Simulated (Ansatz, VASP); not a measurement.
# TiB2 in VASP and in Ansatz

Contents of INCAR:

```
  ALGO = Normal
  EDIFF = 1E-6
  ENCUT = 520
  GGA = PE
  ISIF = 2
  ISMEAR = -1
  LASPH = T
  LCHARG = F
  LREAL = F
  LWAVE = F
  NBANDS = 16
  NELM = 60
  PREC = Accurate
  SIGMA = 0.02
```

File KPOINTS:

```
k-points
0
Gamma
  12 12 8
```

The input POSCAR:

```
TiB2
1.0
    3.0232014618      0.0000000000      0.0000000000
   -1.5116007309      2.6181692667      0.0000000000
    0.0000000000      0.0000000000      3.2268233334
Ti B
1 2
Direct
    0.0000000000      0.0000000000      0.0000000000
    0.3333333333      0.6666666667      0.5000000000
    0.6666666667      0.3333333333      0.5000000000
```

Input for Ansatz:

```yaml
crystal:
  lattice:
    - [3.0232014618, 0.0, 0.0]
    - [-1.5116007309, 2.6181692667, 0.0]
    - [0.0, 0.0, 3.2268233334]
  atoms:
    - { symbol: Ti, position: [0.0, 0.0, 0.0] }
    - { symbol: B, position: [0.3333333333, 0.6666666667, 0.5] }
    - { symbol: B, position: [0.6666666667, 0.3333333333, 0.5] }
kpoints:
  mp_grid: { grid: [12, 12, 8] }
  band_path:
    path:
      - [[0.0, 0.0, 0.0], [0.5, -2.758562398203e-17, -3.208847880417e-20], [0.3333333333333, 0.3333333333333, -6.417695760835e-20], [0.0, 0.0, 0.0], [7.34828956152e-51, 1.408619350822e-36, 0.5], [0.5, -2.760677184109e-17, 0.5], [0.3333333333333, 0.3333333333333, 0.5], [7.34828956152e-51, 1.408619350822e-36, 0.5]]
      - [[0.5, -2.760677184109e-17, 0.5], [0.5, -2.758562398203e-17, -3.208847880417e-20]]
      - [[0.3333333333333, 0.3333333333333, 0.5], [0.3333333333333, 0.3333333333333, -6.417695760835e-20]]
    npoints: 10
hamiltonian:
  xc: pbe
scf:
  occupations: { method: fermi_dirac, width: 0.02 }
  n_extra_bands: 4
output:
  forces: true
  stress: true
  eigenvalues: true
```

Alike in both runs: task single point; functional PBE; k mesh 12 × 12 × 8; occupations fermi-dirac, width 0.02 eV; no spin polarisation.

```csv
,VASP,Ansatz
version,VASP 6.6.1,Ansatz 0.2.0
potentials or method,"VASP PAW PBE potentials, release 64 (Ti_sv, B)","plane waves, PAW"
plane-wave cutoff (eV),520,420
valence electrons in the cell,18,18
```

|  | VASP | Ansatz | Ansatz less VASP |
| --- | --- | --- | --- |
| pressure (GPa) | 1.6 | 1.4 | -0.20 |
| traceless stress, the component that is largest in VASP (GPa) | -0.73 | -0.75 | -0.026 |

With one functional, cell and mesh, what is left measures potentials, basis and numerics.
